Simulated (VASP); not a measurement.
# Li3H2 (P3) in VASP: relaxation of cell and atoms with PBE

Aim: the relaxation of cell and atoms of Li3H2 with PBE.

All numbers are computed with VASP 6.6.1; they aren't measurements. Logs are shortened: lines on timing, memory, paths and dates and some standing lists are left out, and cuts for length are marked.

### Step 1. The cell of the first run

The structure is trigonal, space group P3 (No. 143). Conventional cell: a = 4.168 Å, b = 4.168 Å, c = 3.879 Å, α = 90.00°, β = 90.00°, γ = 120.00°. Within 1.8 Å of Li (site symmetry 1) lie 2 H at 1.37 to 1.69 Å. H (site symmetry 3) has 3 Li at 1.37 Å within 1.8 Å. H (site symmetry 3) has 3 Li at 1.69 Å within 2.2 Å.

The cell was generated, and may not be a known phase.

### Step 2. Relaxation of cell and atoms, PBE

File INCAR:

```
PREC = Accurate
ENCUT = 1230
EDIFF = 1E-7
ISMEAR = 0
SIGMA = 0.2
LREAL = F
LASPH = T
NELM = 120
ALGO = Normal
ISIF = 3
LWAVE = F
LCHARG = F
GGA = PE
IBRION = 2
NSW = 36
EDIFFG = -0.08
GGA_COMPAT = F
NELMIN = 4
```

File KPOINTS:

```
Automatic mesh
0
Gamma
  5 5 4
```

File POSCAR:

```
Li3H2
1.0
    4.1680620500      0.0000000000      0.0000000000
   -2.0840310300      3.6096476200      0.0000000000
    0.0000000000      0.0000000000      3.8788449800
Li H
3 2
Direct
    0.7121885100      0.6731114400      0.0033792100
    0.3268885600      0.0390770700      0.0033792100
    0.9609229300      0.2878114900      0.0033792100
    0.6666666700      0.3333333300      0.9176210400
    0.3333333300      0.6666666700      0.1660946700
```

Potentials or basis: VASP PAW PBE potentials, release 64 (Li_sv, H_h).

On the command line:

```console
$ cat potpaw_PBE.64/Li_sv/POTCAR potpaw_PBE.64/H_h/POTCAR > POTCAR
$ mpirun -np 1 vasp_std > vasp.out
```

OUTCAR:

```text
PREC = Accurate
   ENCUT = 1230
   EDIFF = 1E-7
   ISMEAR = 0
   LREAL = F
   LASPH = T
   NELM = 120
   ISIF = 3
   GGA = PE
   IBRION = 2
   NSW = 36
   EDIFFG = -0.08
   NELMIN = 4

 ion  position               nearest neighbor table
   1  0.712  0.673  0.003-   4 1.37   5 1.69   2 2.23   3 2.23   2 2.31   3 2.31
   2  0.327  0.039  0.003-   4 1.37   5 1.69   1 2.23   3 2.23   3 2.31   1 2.31
   3  0.961  0.288  0.003-   4 1.37   5 1.69   1 2.23   2 2.23   2 2.31   1 2.31
   4  0.667  0.333  0.918-   3 1.37   2 1.37   1 1.37
   5  0.333  0.667  0.166-   2 1.69   3 1.69   1 1.69

  LATTYP: Found a hexagonal cell.
 ALAT       =     4.1680620500
 C/A-ratio  =     0.9306111410

  Lattice vectors:

 A1 = (   4.1680620500,   0.0000000000,   0.0000000000)
 A2 = (  -2.0840310300,   3.6096476200,   0.0000000000)
 A3 = (   0.0000000000,   0.0000000000,   3.8788449800)

Analysis of symmetry for initial positions (statically):
=====================================================================
 Subroutine PRICEL returns:
 Original cell was already a primitive cell.

 Routine SETGRP: Setting up the symmetry group for a
 hexagonal supercell.

 Subroutine GETGRP returns: Found  3 space group operations
 (whereof  3 operations were pure point group operations)
 out of a pool of 24 trial point group operations.

The static configuration has the point symmetry C_3 .

Analysis of symmetry for dynamics (positions and initial velocities):
=====================================================================
 Subroutine PRICEL returns:
 Original cell was already a primitive cell.

 Routine SETGRP: Setting up the symmetry group for a
 hexagonal supercell.

 Subroutine GETGRP returns: Found  3 space group operations
 (whereof  3 operations were pure point group operations)
 out of a pool of 24 trial point group operations.

The dynamic configuration has the point symmetry C_3 .

 Subroutine INISYM returns: Found  3 space group operations
 (whereof  3 operations are pure point group operations),
 and found     1 'primitive' translations

----------------------------------------------------------------------------------------

                                     Primitive cell

  volume of cell :      58.3581

  direct lattice vectors                    reciprocal lattice vectors
     4.168062050  0.000000000  0.000000000     0.239919653  0.138517676  0.000000000
    -2.084031030  3.609647620  0.000000000     0.000000000  0.277035352  0.000000000
     0.000000000  0.000000000  3.878844980     0.000000000  0.000000000  0.257808705

  length of vectors
     4.168062050  4.168062053  3.878844980     0.277035352  0.277035352  0.257808705

  position of ions in fractional coordinates (direct lattice)
     0.712188510  0.673111440  0.003379210
     0.326888560  0.039077070  0.003379210
     0.960922930  0.287811490  0.003379210
     0.666666670  0.333333330  0.917621040
     0.333333330  0.666666670  0.166094670

  ion indices of the primitive-cell ions
   primitive index   ion index
                 1           1
                 2           2
                 3           3
                 4           4
                 5           5

----------------------------------------------------------------------------------------

 KPOINTS: Automatic mesh

Automatic generation of k-mesh.
 Grid dimensions read from file:
 generate k-points for:    5    5    4

 Generating k-lattice:

  Cartesian coordinates                     Fractional coordinates (reciprocal lattice)
     0.047983931  0.027703535  0.000000000     0.200000000  0.000000000  0.000000000
     0.000000000  0.055407070  0.000000000     0.000000000  0.200000000  0.000000000
     0.000000000  0.000000000  0.064452176     0.000000000  0.000000000  0.250000000

  Length of vectors
     0.055407070  0.055407070  0.064452176

  Shift w.r.t. Gamma in fractional coordinates (k-lattice)
     0.000000000  0.000000000  0.000000000

 Subroutine IBZKPT returns following result:
 ===========================================

 Found     19 irreducible k-points:

 Following reciprocal coordinates:
            Coordinates               Weight
  0.000000  0.000000  0.000000      1.000000
  0.200000  0.000000  0.000000      6.000000
  0.400000  0.000000  0.000000      6.000000
  0.200000  0.200000  0.000000      6.000000
  0.400000  0.200000  0.000000      6.000000
  0.000000  0.000000  0.250000      2.000000
[... 11 lines left out ...]
  0.200000  0.200000  0.500000      6.000000
  0.400000  0.200000  0.500000      6.000000
   k-points           NKPTS =     19   k-points in BZ     NKDIM =     19   number of bands    NBANDS=      9
   number of dos      NEDOS =    301   number of ions     NIONS =      5
   total plane-waves  NPLWV = 110592
   dimension x,y,z NGX =    48 NGY =   48 NGZ =   48
   dimension x,y,z NGXF=    96 NGYF=   96 NGZF=   96
   ions per type =               3   2
   NGX,Y,Z   is equivalent  to a cutoff of  19.15, 19.15, 20.57 a.u.
   NGXF,Y,Z  is equivalent  to a cutoff of  38.29, 38.29, 41.15 a.u.
 SYSTEM =  unknown system
   PREC   = accura    normal or accurate (medium, high low for compatibility)
   ISTART =      0    job   : 0-new  1-cont  2-samecut
   ICHARG =      2    charge: 1-file 2-atom 10-const
   ISPIN  =      1    spin polarized calculation?
   LNONCOLLINEAR =      F non collinear calculations
   LSORBIT =      F    spin-orbit coupling
   LASPH  =      T    aspherical Exc in radial PAW
   ENCUT  = 1230.0 eV  90.40 Ry    9.51 a.u.  11.92 11.92 11.09*2*pi/ulx,y,z
   NELM   =    120;   NELMIN=  4; NELMDL= -5     # of ELM steps
   EDIFF  = 0.1E-06   stopping-criterion for ELM
   LREAL  =      F    real-space projection
   EDIFFG = -.8E-01   stopping-criterion for IOM
   NSW    =     36    number of steps for IOM
   IBRION =      2    ionic relax: 0-MD 1-quasi-New 2-CG
   NFREE  =      1    steps in history (QN), initial steepest desc. (CG)
   ISIF   =      3    stress and relaxation
   ISYM   =      2    0-nonsym 1-usesym 2-fastsym
   POTIM  = 0.5000    time-step for ionic-motion
   TEBEG  =    0.0;   TEEND  =   0.0 temperature during run
   PSTRESS=    0.0 pullay stress
   NELECT =      11.0000    total number of electrons
   NUPDOWN=      -1.0000    fix difference up-down
   EMIN   =  10.00;   EMAX   =-10.00  energy-range for DOS
   EFERMI =   0.00;   METHOD = LEGACY
   ISMEAR =     0;   SIGMA  =   0.20  broadening in eV -4-tet -1-fermi 0-gaus
   EFERMI_NEDOS =   21; number of points for ismear=-14 and -15
   IALGO  =     38    algorithm
   IMIX   =      4    mixing-type and parameters
     AMIX     =   0.40;   BMIX     =  1.00
     AMIX_MAG =   1.60;   BMIX_MAG =  1.00
  volume/ion in A,a.u.               =      11.67        78.76
  Fermi-wavevector in a.u.,A,eV,Ry     =   0.938653  1.773798 11.987688  0.881070
  Thomas-Fermi vector in A             =   2.065887
   LORBIT       =      0    0 simple, 1 ext, 2 COOP (PROOUT), +10 PAW based schemes
   GGA     = PE    functional components
   LHFCALC =     F    Hartree Fock is set to
   AEXX    =    0.0000 exact exchange contribution
   IVDW    =     0    specifies the selected vdW correction
   LEPSILON=     F    determine dielectric tensor
   LRPA    =     F    only Hartree local field effects (RPA)
 conjugate gradient relaxation of ions
 non-spin polarized calculation
 Gauss-broadening in eV      SIGMA  =   0.20
  energy-cutoff  :     1230.00
  volume of cell :       58.36
 maximum number of plane-waves:      5742
   NGX = 23   NGY = 23   NGZ = 23

--------------------------------------- Ionic step        1  -------------------------------------------

 number of electron      11.0000001 magnetization

 Free energy of the ion-electron system (eV)
  ---------------------------------------------------
  ext. energy  EPLUGINS =         0.00000000
  ---------------------------------------------------
  free energy    TOTEN  =       -10.33736744 eV

  energy without entropy =      -10.28901827  energy(sigma->0) =      -10.31319285

------------------------ aborting loop because EDIFF is reached ----------------------------------------

  FORCE on cell =-STRESS in cart. coord.  units (eV):
  Direction    XX          YY          ZZ          XY          YZ          ZX
  --------------------------------------------------------------------------------------
  -------------------------------------------------------------------------------------
  Total        9.8271871      9.8271871     -1.2723636     -0.0000033      0.0000000     -0.0000000
  in kB      269.7977984    269.7977984    -34.9317566     -0.0000905      0.0000000     -0.0000000
  external PRESSURE =     168.2212801 kB  Pullay stress =       0.0000000 kB
[... 562 lines left out ...]
 k-point    19 :       0.4000    0.2000    0.5000
  band No.  band energies     occupation
      1     -44.6530      2.00000
      2     -44.6464      2.00000
      3     -44.6379      2.00000
      4      -1.6533      2.00000
      5      -0.9537      2.00000
      6       3.6973      0.00000
      7       4.4493      0.00000
      8       4.5748      0.00000
      9       5.2740      0.00000

[... ionic steps 4 to 25 ...]

--------------------------------------- Ionic step       26  -------------------------------------------

 number of electron      10.9999999 magnetization

------------------------ aborting loop because EDIFF is reached ----------------------------------------

  FORCE on cell =-STRESS in cart. coord.  units (eV):
  Direction    XX          YY          ZZ          XY          YZ          ZX
  --------------------------------------------------------------------------------------
  -------------------------------------------------------------------------------------
  Total        0.4069535      0.4069535      0.1086276     -0.0000000     -0.0000000     -0.0000000
  in kB       12.8577061     12.8577061      3.4320923     -0.0000002     -0.0000000     -0.0000000
  external PRESSURE =       9.7158349 kB  Pullay stress =       0.0000000 kB
[... 63 lines left out ...]
  energy  without entropy=      -13.5932309086  energy(sigma->0) =      -13.60651625

--------------------------------------- Ionic step       28  -------------------------------------------

 number of electron      11.0000002 magnetization

 Free energy of the ion-electron system (eV)
  ---------------------------------------------------
  ext. energy  EPLUGINS =         0.00000000
  ---------------------------------------------------
  free energy    TOTEN  =       -13.62786754 eV

  energy without entropy =      -13.60129770  energy(sigma->0) =      -13.61458262

 E-fermi :   1.6092     XC(G=0):  -7.9665

 val. band max:        1.5847438129   @ k =   0.0000   0.4000   0.2500
 cond. band min:       2.5227787782   @ k =   0.2000   0.0000   0.2500
 fundamental gap:      0.9380349653
 Fermi energy:         1.6092057202

 k-point     1 :       0.0000    0.0000    0.0000
  band No.  band energies     occupation
      1     -44.9764      2.00000
      2     -44.9273      2.00000
      3     -44.9273      2.00000
      4      -5.1973      2.00000
      5      -2.8272      2.00000
      6       2.5311      0.00000
      7       3.0147      0.00000
      8       3.0147      0.00000
      9       7.2109      0.00000
[... 246 lines left out ...]
  FREE ENERGIE OF THE ION-ELECTRON SYSTEM (eV)
  ---------------------------------------------------
  free  energy   TOTEN  =       -13.6278675371 eV

  energy  without entropy=      -13.6012976985  energy(sigma->0) =      -13.61458262

 reached required accuracy - stopping structural energy minimisation
```

Wall time 19 min (1 thread of Intel Xeon 6975P-C (Granite Rapids), shared host); peak memory 0.33 GiB.

Results:

| Quantity | Value |
| --- | --- |
| Free energy | -13.6279 eV |
| Relaxed volume | 10.39 Å³/atom |
| Relaxed cell | a = 4.855 Å, b = 4.855 Å, c = 2.546 Å, α = 90.00°, β = 90.00°, γ = 120.00° |
| Space group after relaxing (to 0.1 Å) | P321 (No. 150) |
| Energy gained by relaxing | 658.1 meV/atom |
| Ionic steps | 28 |
| Pressure after relaxing | 0.3 GPa |
| Largest force after relaxing | 0.071 eV/Å |
| Band gap on the k mesh | zero (an odd number of electrons rules out a gap without spin polarisation) |

Forces in eV/Å, atoms in the order of the input:
```
Li  -0.025 -0.054  0.015
Li   0.060  0.005  0.015
Li  -0.034  0.049  0.015
H    0.000  0.000  0.025
H    0.000  0.000 -0.071
```

The path:
| step | energy change (eV) | largest force (eV/Å) | pressure (GPa) | volume (Å³) |
| --- | --- | --- | --- | --- |
| 1 | 0.0000 | 1.8379 | 16.82 | 58.36 |
| 2 | -1.6099 | 0.8467 | 5.77 | 69.09 |
| 3 | -2.0379 | 0.8923 | 1.71 | 76.92 |
| 4 | -2.0526 | 0.8951 | -2.36 | 93.57 |
| 5 | -2.1391 | 0.9286 | -1.15 | 86.56 |
| 6 | -2.1433 | 0.9305 | -0.80 | 85.01 |
| 7 | -2.3225 | 0.6685 | -1.04 | 84.90 |
| 8 | -2.5698 | 0.3118 | -1.31 | 84.33 |
| 9 | -2.5548 | 0.4140 | -0.94 | 81.83 |
| 10 | -2.6291 | 0.3315 | -1.21 | 83.31 |
| 11 | -2.6299 | 0.3177 | -1.23 | 83.49 |
| 12 | -2.6820 | 0.1663 | -0.81 | 79.79 |
| 13 | -2.7013 | 0.2208 | -0.23 | 76.18 |
| 14 | -2.7284 | 0.2558 | -0.31 | 74.21 |
| 15 | -2.7889 | 0.3432 | -0.45 | 68.38 |
| 16 | -2.6279 | 0.5182 | 0.69 | 57.18 |
| 17 | -2.7803 | 0.3843 | -0.25 | 66.32 |
| 18 | -2.7970 | 0.3914 | -0.21 | 65.41 |
| 19 | -2.8450 | 0.4037 | -0.08 | 62.74 |
| 20 | -2.9215 | 0.3941 | 0.36 | 57.61 |
| 21 | -2.8948 | 0.7429 | 2.93 | 48.20 |
| 22 | -2.9427 | 0.4210 | 1.13 | 53.77 |
| 23 | -3.0062 | 0.4366 | 1.14 | 52.70 |
| 24 | -3.0986 | 0.4801 | 1.47 | 49.53 |
| 25 | -3.1733 | 0.3633 | 1.11 | 49.83 |
| 26 | -3.2820 | 0.0942 | 0.97 | 50.71 |
| 27 | -3.2824 | 0.1156 | 1.03 | 50.78 |
| 28 | -3.2905 | 0.0709 | 0.34 | 51.97 |

Final structure:
```xyz
5
Lattice="4.8552 0.0000 0.0000 -2.4276 4.2047 0.0000 0.0000 0.0000 2.5455" Properties=species:S:1:pos:R:3 pbc="T T T"
Li    1.5230    2.6389    0.0421
Li   -0.6192    4.2043    0.0421
Li   -0.9038    1.5663    0.0421
H     2.4276    1.4016    1.2910
H     0.0000    2.8032    1.3671
```

Levels at points of the mesh, in eV from the Fermi level:
```csv
k point,band 4,band 5,band 6,band 7,band 8,band 9
"(0.00, 0.00, 0.00)",-6.81,-4.44,0.92,1.41,1.41,5.60
"(0.00, 0.00, 0.50)",-4.75,-1.05,2.18,4.25,4.91,4.91
```

Caveat: the k points lie up to 0.62 Å⁻¹ apart in the final cell, too coarse for converged energies and pressures of a metal; a cell axis changed by over 15 % at a fixed basis, so the end point is rough; the relaxation stopped at a loose force limit of 0.08 eV/Å, so its end isn't a converged minimum.

The gap in the log of VASP goes by the Fermi energy; the results here count the filled bands.